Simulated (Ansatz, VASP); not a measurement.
# C: VASP beside Ansatz

```
CELL_PARAMETERS angstrom
2.49827 0.00000 0.00000
-1.24913 2.16356 0.00000
0.00000 0.00000 4.22300
ATOMIC_POSITIONS crystal
C 0.33333 0.66667 0.99974
C 0.66667 0.33333 0.49974
C 0.33333 0.66667 0.37426
C 0.66667 0.33333 0.87426
```

Change from the starting cell: strained cell.

Alike in both runs: functional PBEsol; k mesh 9 × 9 × 6; occupations gaussian, width 0.02 eV; no spin polarisation.

Ansatz relaxed the structure, and its values are those at the end. VASP's run is a single point on that final structure, the one shown.

|  | VASP | Ansatz |
| --- | --- | --- |
| version | VASP 6.6.1 | Ansatz 0.2.0 |
| potentials or method | VASP PAW PBE potentials, release 64 (C), cutoff 520 eV | scalar-relativistic, plane waves, PAW |
| valence electrons in the cell | 16 | 16 |

Ansatz gave:

```
gap on the k mesh at the Fermi level (eV) : 3.11
least direct gap on the mesh (eV)         : 4.85
pressure (GPa)                            : -6.3
rms of the force components (eV/Å)        : 0.001
```

Question: What did VASP give for the same quantities?

Answer: gap on the k mesh at the Fermi level (eV): 3.09; least direct gap on the mesh (eV): 4.85; pressure (GPa): -5.2; rms of the force components (eV/Å): 0.007.

VASP's potentials were made for PBE, not for PBEsol, and Ansatz warns of the same on its side. With one functional, cell and mesh, what is left measures potentials, basis and numerics. Ansatz's warnings: stress scf threshold loose.
